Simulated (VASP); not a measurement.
A run of VASP 6.6.1 is set up as follows.

POSCAR

```
YN
1.0
    0.0000000000      2.4480479768      2.4480479768
    2.4480479768      0.0000000000      2.4480479768
    2.4480479768      2.4480479768      0.0000000000
Y N
1 1
Direct
    0.0000000000      0.0000000000      0.0000000000
    0.5000000000      0.5000000000      0.5000000000
```

The input INCAR.step1:

```
ALGO = Normal ; EDIFF = 1E-5
ENCUT = 660 ; GGA = PE
GGA_COMPAT = False ; ISMEAR = 0
LASPH = True ; LCHARG = False
LREAL = False ; LWAVE = True
NBANDS = 15 ; NELM = 120
PREC = Accurate ; SIGMA = 0.01
```

The input INCAR.step2:

```
ALGO = Normal ; EDIFF = 1E-6
ENCUT = 660 ; GGA_COMPAT = False
ISIF = 2 ; ISMEAR = 0
ISTART = 1 ; LASPH = True
LCHARG = False ; LMIXTAU = True
LREAL = False ; LWAVE = False
METAGGA = R2SCAN ; NBANDS = 15
NELM = 120 ; PREC = Accurate
SIGMA = 0.01
```

File KPOINTS:

```
k-points
0
Gamma
  8 8 8
```

Potentials or basis: VASP PAW PBE potentials, release 64 (Y_sv, N).

Launch:

```bash
$ cat potpaw_PBE.64/Y_sv/POTCAR potpaw_PBE.64/N/POTCAR > POTCAR
$ cp INCAR.step1 INCAR
$ mpirun -np 1 vasp_std > vasp.out
$ cp INCAR.step2 INCAR
$ mpirun -np 1 vasp_std > vasp.out
```

Question: Predict the pressure.

Answer: 0.2 GPa.

Question: Estimate the band gap on the k mesh.

Answer: 0.59 eV (least direct gap 1.00 eV).

Caveat: semilocal functionals underestimate gaps, and a narrow one can read as zero; the PAW data sets were made with another functional, which shifts forces and pressure a little. r2SCAN opens gaps a little over a GGA but as a rule still falls short of measured ones.
